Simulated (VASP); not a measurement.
The system is SiC.

```
Si C
1.0
     3.11648    0.00000    0.00000
    -1.55824    2.69895    0.00000
     0.00000    0.00000    5.11443
Si C
2 2
Direct
  0.66667 0.33333 0.50000
  0.33333 0.66667 0.00000
  0.66667 0.33333 0.88500
  0.33333 0.66667 0.38500
```

Base run:

| Property | Result |
| --- | --- |
| Program | VASP 6.6.1 |
| Functional | r2SCAN |
| Dispersion | D4 |
| Potentials or basis | VASP PAW PBE potentials, release 64 (Si, C) |
| Cutoff | 520 eV |
| k mesh | 10 × 10 × 5 |
| Occupations | fermi-dirac, width 0.05 eV |
| Spin | no spin polarisation |

Its results: band gap on the k mesh 2.91 eV (least direct gap 4.49 eV); pressure -9.6 GPa; largest force 0.704 eV/Å.

Task: The run is repeated on the same cell with these changes: functional from r2SCAN to b88 exchange, pbe correlation; dispersion from D4 to none; cutoff from 520 eV to 600 eV. What comes out?

Result: Band gap on the k mesh 2.52 eV (least direct gap 4.00 eV); pressure -4.6 GPa; largest force 0.695 eV/Å.

Several settings changed at once.

Caveats: the cell stands under tension; the PAW data sets were made with another functional, which shifts forces and pressure a little; an odd mesh through Γ misses points on the zone boundary, where band edges can lie.
